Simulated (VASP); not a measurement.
The system is Ni.

```
Ni
1.0
     0.00000    1.74908    1.74908
     1.74908    0.00000    1.74908
     1.74908    1.74908    0.00000
Ni
1
Direct
  0.00000 0.00000 0.00000
```

This cell differs from its parent crystal: volume scaled by 1.02.

Base run:

```yaml
Program: VASP 6.6.1
Functional: PBE
Potentials_or_basis: VASP PAW PBE potentials, release 64 (Ni)
Cutoff: 520 eV
k_mesh: 13 × 13 × 13
Occupations: fermi-dirac, width 0.05 eV
Spin: collinear spin, ferromagnetic start
Starting_moments: "[1.0] μB"
```

Its results: pressure 3.5 GPa; net moment 0.62 μB per cell; site moments Ni +0.63 μB.

Problem. After a change of settings the same cell gave: pressure -3.8 GPa; net moment 0.69 μB per cell; site moments Ni +0.71 μB. Which change was it?
A. functional from PBE to PBEsol
B. functional from PBE to r2SCAN
C. functional from PBE to LDA; potentials or basis from VASP PAW PBE potentials, release 64 (Ni) to VASP PAW LDA potentials, release 64 (Ni)
D. further incar settings from ALGO = Normal; EDIFF = 1e-07; NBANDS = 15 to ALGO = Normal; EDIFF = 1e-06; NBANDS = 15

Solution. B.

Caveats: the PAW data sets were made with another functional, which shifts forces and pressure a little (some runs).
